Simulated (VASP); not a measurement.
# S (a cell with a defect) in VASP: further runs

Runs on S (a cell with a defect). Level: PBEsol. Tasks: single point.

Everything below comes from runs of VASP 6.6.1. Logs are shortened: lines on timing, memory, paths and dates and some standing lists are left out, and cuts for length are marked.

## (1) The cell of the first run

The cell holds a defect, 23 atoms: a = 8.382 Å, b = 8.382 Å, c = 8.382 Å, α = 76.85°, β = 76.85°, γ = 76.85°.

## (2) Single point, PBEsol

INCAR

```
  PREC = Accurate
  ENCUT = 520
  EDIFF = 1E-7
  ISMEAR = 0
  SIGMA = 0.05
  LREAL = Auto
  LASPH = T
  NELM = 100
  ALGO = Normal
  ISIF = 2
  LWAVE = F
  LCHARG = F
  GGA = PS
  NBANDS = 86
```

KPOINTS

```
Automatic mesh
0
Gamma
  3 3 3
```

POSCAR

```
S
1.0
    0.0000000000      6.0153880483     -5.8370511382
    5.2094788634     -3.0076940241     -5.8370511382
   -5.2094788634     -3.0076940241     -5.8370511382
S
23
Direct
    0.5621822954      0.4465184790      0.2114615698
    0.3072684342      0.1930831963      0.9459199200
    0.0589503906      0.9394772267      0.6984584928
    0.6997055771      0.4494681098      0.8259906088
    0.4407784951      0.1992426187      0.5533049056
    0.2018287984      0.9538896423      0.2996203595
    0.9389709218      0.7018771713      0.0460847034
    0.4724913554      0.7803517081      0.6797212970
    0.2063373732      0.5572645225      0.4451613707
    0.9588614025      0.3023036772      0.1896185094
    0.7078723937      0.0575204539      0.9376612742
    0.4497643624      0.5501615422      0.8059285844
    0.1940593708      0.3091607869      0.5404407348
    0.9529505510      0.0538879569      0.2930610168
    0.6926712398      0.8098490143      0.0369473276
    0.7030492882      0.7202790715      0.4958360839
    0.3158425280      0.5518383220      0.1972815519
    0.0576821743      0.2943460624      0.9402448343
    0.8128619217      0.0523628010      0.6889216751
    0.7551945028      0.4713275243      0.5663258942
    0.5483516667      0.1977393336      0.3056553104
    0.3015549895      0.9447844424      0.0504299163
    0.0427396160      0.6923196491      0.7984321825
```

Potentials or basis: VASP PAW PBE potentials, release 64 (S).

Started as:

```console
> cat potpaw_PBE.64/S/POTCAR > POTCAR
> mpirun -np 1 vasp_std > vasp.out
```

OUTCAR:

```text
PREC = Accurate
   ENCUT = 520
   EDIFF = 1E-7
   ISMEAR = 0
   LREAL = Auto
   LASPH = T
   NELM = 100
   ISIF = 2
   GGA = PS

 ion  position               nearest neighbor table
   1  0.562  0.447  0.211-  17 2.07  21 2.07
   2  0.307  0.193  0.946-  22 2.07  18 2.08
   3  0.059  0.939  0.698-  23 2.07  19 2.08
   4  0.700  0.449  0.826-  20 2.09  12 2.10
   5  0.441  0.199  0.553-  21 2.07  13 2.08
   6  0.202  0.954  0.300-  14 2.07  22 2.08
[... 15 lines left out ...]
  22  0.302  0.945  0.050-   2 2.07   6 2.08
  23  0.043  0.692  0.798-   7 2.07   3 2.07

  LATTYP: Found a trigonal (rhomboedric) cell.
 ALAT       =     8.3818887705
 COS(alpha) =     0.2274354618

  Lattice vectors:

 A1 = (   0.0000000000,   6.0153880483,  -5.8370511382)
 A2 = (   5.2094788634,  -3.0076940241,  -5.8370511382)
 A3 = (  -5.2094788634,  -3.0076940241,  -5.8370511382)

Analysis of symmetry for initial positions (statically):
=====================================================================
 Subroutine PRICEL returns:
 Original cell was already a primitive cell.

 Routine SETGRP: Setting up the symmetry group for a
 trigonal (rhombohedral) supercell.

 Subroutine GETGRP returns: Found  1 space group operations
 (whereof  1 operations were pure point group operations)
 out of a pool of 12 trial point group operations.

The static configuration has the point symmetry C_1 .

Analysis of symmetry for dynamics (positions and initial velocities):
=====================================================================
 Subroutine PRICEL returns:
 Original cell was already a primitive cell.

 Routine SETGRP: Setting up the symmetry group for a
 trigonal (rhombohedral) supercell.

 Subroutine GETGRP returns: Found  1 space group operations
 (whereof  1 operations were pure point group operations)
 out of a pool of 12 trial point group operations.

The dynamic configuration has the point symmetry C_1 .

 Subroutine INISYM returns: Found  1 space group operations
 (whereof  1 operations are pure point group operations),
 and found     1 'primitive' translations

----------------------------------------------------------------------------------------

                                     Primitive cell

  volume of cell :     548.7477

[... 122 lines left out ...]
   NSW    =      0    number of steps for IOM
   IBRION =     -1    ionic relax: 0-MD 1-quasi-New 2-CG
   NFREE  =      0    steps in history (QN), initial steepest desc. (CG)
   ISIF   =      2    stress and relaxation
   ISYM   =      2    0-nonsym 1-usesym 2-fastsym
   POTIM  = 0.5000    time-step for ionic-motion
   TEBEG  =    0.0;   TEEND  =   0.0 temperature during run
   PSTRESS=    0.0 pullay stress
   NELECT =     138.0000    total number of electrons
   NUPDOWN=      -1.0000    fix difference up-down
   EMIN   =  10.00;   EMAX   =-10.00  energy-range for DOS
   EFERMI =   0.00;   METHOD = LEGACY
   ISMEAR =     0;   SIGMA  =   0.05  broadening in eV -4-tet -1-fermi 0-gaus
   EFERMI_NEDOS =   21; number of points for ismear=-14 and -15
   IALGO  =     38    algorithm
   IMIX   =      4    mixing-type and parameters
     AMIX     =   0.40;   BMIX     =  1.00
     AMIX_MAG =   1.60;   BMIX_MAG =  1.00
  volume/ion in A,a.u.               =      23.86       161.01
  Fermi-wavevector in a.u.,A,eV,Ry     =   1.033341  1.952731 14.528212  1.067793
  Thomas-Fermi vector in A             =   2.167583
   LORBIT       =      0    0 simple, 1 ext, 2 COOP (PROOUT), +10 PAW based schemes
   GGA     = PS    functional components
   LHFCALC =     F    Hartree Fock is set to
   AEXX    =    0.0000 exact exchange contribution
   IVDW    =     0    specifies the selected vdW correction
   LEPSILON=     F    determine dielectric tensor
   LRPA    =     F    only Hartree local field effects (RPA)
 non-spin polarized calculation
 Gauss-broadening in eV      SIGMA  =   0.05
  energy-cutoff  :      520.00
  volume of cell :      548.75
 maximum number of plane-waves:     14835
 NGX is ok and might be reduce to    64
   NGX = 31   NGY = 31   NGZ = 31

 number of electron     138.0000000 magnetization

 Free energy of the ion-electron system (eV)
  ---------------------------------------------------
  ext. energy  EPLUGINS =         0.00000000
  ---------------------------------------------------
  free energy    TOTEN  =       -99.48700538 eV

  energy without entropy =      -99.48700538  energy(sigma->0) =      -99.48700538

 E-fermi :   3.0730     XC(G=0):  -8.8074

 val. band max:        2.8357737830   @ k =   0.3333   0.3333   0.3333
 cond. band min:       4.5211356032   @ k =   0.0000   0.0000   0.0000
 fundamental gap:      1.6853618202
 Fermi energy:         3.0729640575

 k-point     1 :       0.0000    0.0000    0.0000
  band No.  band energies     occupation
      1     -14.1112      2.00000
      2     -13.9027      2.00000
      3     -13.7957      2.00000
      4     -13.6940      2.00000
      5     -12.3047      2.00000
      6     -12.2880      2.00000
[... 1165 lines left out ...]
     80       5.8648      0.00000
     81       5.9575      0.00000
 [bands above 81 left out]

------------------------ aborting loop because EDIFF is reached ----------------------------------------

  FORCE on cell =-STRESS in cart. coord.  units (eV):
  Direction    XX          YY          ZZ          XY          YZ          ZX
  --------------------------------------------------------------------------------------
  -------------------------------------------------------------------------------------
  Total       -0.7371371     -1.9636358     -0.5933924      0.2574259      0.1905782      0.0608588
  in kB       -2.1522176     -5.7332232     -1.7325265      0.7516059      0.5564307      0.1776894
  external PRESSURE =      -3.2059891 kB  Pullay stress =       0.0000000 kB

 VOLUME and BASIS-vectors are now :
 -----------------------------------------------------------------------------
  energy-cutoff  :      520.00
  volume of cell :      548.75
      direct lattice vectors                 reciprocal lattice vectors
     0.000000000  6.015388048 -5.837051138     0.000000000  0.110826876 -0.057106461
     5.209478863 -3.007694024 -5.837051138     0.095978890 -0.055413438 -0.057106461
    -5.209478863 -3.007694024 -5.837051138    -0.095978890 -0.055413438 -0.057106461

 POSITION                                       TOTAL-FORCE (eV/Angst)
 -----------------------------------------------------------------------------------
      1.22452      1.40274     -7.12215        -0.045534     -0.062873      0.064634
     -3.92189     -1.57743     -8.44196        -0.051996     -0.058261      0.061815
      1.25558     -4.57180     -9.90481        -0.046652     -0.060125      0.060604
     -1.96149      0.37281    -11.52914         0.077262     -0.064000      0.075720
     -1.84448      0.38802     -6.96550         0.079636     -0.013431      0.062551
      3.40840     -2.55610     -8.49489         0.077127     -0.015128      0.060257
[... 15 lines left out ...]
      4.65912     -1.17933     -7.56931         0.023135     -0.072643     -0.057088
     -0.55279     -4.22663     -8.95107         0.022422     -0.077802     -0.066570
 -----------------------------------------------------------------------------------
    total drift:                               -0.004638      0.000909      0.001048

  FREE ENERGIE OF THE ION-ELECTRON SYSTEM (eV)
  ---------------------------------------------------
  free  energy   TOTEN  =       -99.4870053761 eV

  energy  without entropy=      -99.4870053761  energy(sigma->0) =      -99.48700538
```

stdout:

```text
POSCAR found type information on POSCAR S
 POSCAR found :  1 types and      23 ions
 scaLAPACK will be used
 -----------------------------------------------------------------------------
|                                                                             |
|                                                                             |
|     You enforced a specific xc type in the INCAR file but a different       |
|     I HOPE YOU KNOW WHAT YOU ARE DOING!                                     |
|                                                                             |
 -----------------------------------------------------------------------------

 LDA part: xc-table for (Slater+PW92), standard interpolation
 POSCAR, INCAR and KPOINTS ok, starting setup
 FFT: planning ... GRIDC
 FFT: planning ... GRID_SOFT
 FFT: planning ... GRID
 WAVECAR not read
 entering main loop
```

Wall time 8.8 min (1 thread of Intel Xeon 6975P-C (Granite Rapids), shared host); peak memory 0.75 GiB.

Results:

| Quantity | Value |
| --- | --- |
| Free energy | -99.4870 eV |
| Pressure | -0.3 GPa |
| Largest force | 0.126 eV/Å |
| Band gap on the k mesh | 1.69 eV |

Forces in eV/Å, atoms in the order of the input:
```
S   -0.046 -0.063  0.065
S   -0.052 -0.058  0.062
S   -0.047 -0.060  0.061
S    0.077 -0.064  0.076
S    0.080 -0.013  0.063
S    0.077 -0.015  0.060
S    0.074 -0.014  0.058
S   -0.057  0.089  0.032
S   -0.027  0.067  0.066
S   -0.023  0.073  0.063
S   -0.026  0.068  0.066
S    0.043  0.081 -0.080
S    0.056  0.052 -0.058
S    0.050  0.058 -0.063
S    0.045  0.060 -0.061
S   -0.106 -0.032  0.007
S   -0.074  0.015 -0.060
S   -0.077  0.013 -0.061
S   -0.080  0.012 -0.058
S    0.045 -0.046 -0.049
S    0.023 -0.072 -0.063
S    0.023 -0.073 -0.057
S    0.022 -0.078 -0.067
```

Stress tensor (GPa, compression positive):
```
-0.22  0.08  0.02
 0.08 -0.57  0.06
 0.02  0.06 -0.17
```

Caveat: the PAW data sets were made with another functional, which shifts forces and pressure a little.

## (3) Single point, PBEsol

INCAR

```
SYSTEM = S
PREC = Accurate
ENCUT = 520
EDIFF = 1E-7
ISMEAR = 0
SIGMA = 0.05
LREAL = Auto
LASPH = .TRUE.
NELM = 100
ALGO = Normal
ISIF = 2
LWAVE = .FALSE.
LCHARG = .FALSE.
GGA = PS
NBANDS = 86
```

KPOINTS

```
regular mesh
0
G
  3 3 3
  0 0 0
```

POSCAR

```
S
1.0
    0.0000000000      6.0153880483     -5.8370511382
    5.2094788634     -3.0076940241     -5.8370511382
   -5.2094788634     -3.0076940241     -5.8370511382
S
23
Direct
    0.5609526532      0.4482844286      0.2112430599
    0.3065024153      0.1940307047      0.9463176613
    0.0580745553      0.9403753040      0.7001326553
    0.7013484666      0.4435258697      0.8287751533
    0.4382686886      0.2024869169      0.5537233934
    0.2012354706      0.9548904345      0.2995757495
    0.9390884597      0.7022199618      0.0482155807
    0.4862545438      0.7781489921      0.6710528670
    0.2036439973      0.5596653265      0.4428235049
    0.9584278346      0.3037555496      0.1905165836
    0.7051467936      0.0551630896      0.9381539070
    0.4557308822      0.5503314999      0.8009629035
    0.1915722884      0.3115619218      0.5398241014
    0.9522885246      0.0552387363      0.2936168990
    0.6924007872      0.8068442119      0.0378751644
    0.7212569721      0.7111821205      0.4975467398
    0.3147137383      0.5529265051      0.1956437425
    0.0571166418      0.2960557053      0.9409753006
    0.8113030599      0.0495054412      0.6898698783
    0.7652983686      0.4619225450      0.5687616386
    0.5468892851      0.1997709080      0.3066148005
    0.3004741625      0.9455813383      0.0505524645
    0.0450583963      0.6927814352      0.8007267815
```

Potentials or basis: VASP PAW PBE potentials, release 64 (S).

Started as:

```console
> cat potpaw_PBE.64/S/POTCAR > POTCAR
> mpirun -np 1 vasp_std > vasp.out
```

Wall time 9.1 min (1 thread of Intel Xeon 6975P-C (Granite Rapids), shared host); peak memory 0.75 GiB.

Results (log left out):

```yaml
Free_energy: -99.4905 eV
Pressure: -0.3 GPa
Largest_force: 0.110 eV/Å
Band_gap_on_the_k_mesh: 1.69 eV
```

Forces on the atoms (eV/Å):
```
S   -0.058 -0.067  0.061
S   -0.046 -0.056  0.059
S   -0.054 -0.062  0.061
S    0.088 -0.025  0.062
S    0.086 -0.017  0.057
S    0.071 -0.016  0.059
S    0.078 -0.013  0.060
S   -0.081  0.045  0.034
S   -0.026  0.073  0.060
S   -0.028  0.069  0.066
S   -0.031  0.079  0.064
S    0.059  0.062 -0.066
S    0.047  0.054 -0.059
S    0.058  0.060 -0.063
S    0.042  0.056 -0.064
S   -0.100  0.003  0.032
S   -0.073  0.014 -0.056
S   -0.082  0.013 -0.063
S   -0.069  0.011 -0.065
S    0.043 -0.066 -0.063
S    0.024 -0.066 -0.058
S    0.029 -0.077 -0.056
S    0.022 -0.072 -0.064
```

Stress tensor (GPa, compression positive):
```
-0.22  0.01 -0.01
 0.01 -0.56  0.05
-0.01  0.05 -0.18
```

Levels at points of the mesh, in eV from the valence-band top:
```csv
k point,band 65,band 66,band 67,band 68,band 69,band 70,band 71,band 72,band 73,band 74
"(0.00, 0.00, 0.00)",-0.95,-0.78,-0.66,-0.26,-0.07,1.69,1.87,2.13,2.29,2.49
```

Caveat: the PAW data sets were made with another functional, which shifts forces and pressure a little.
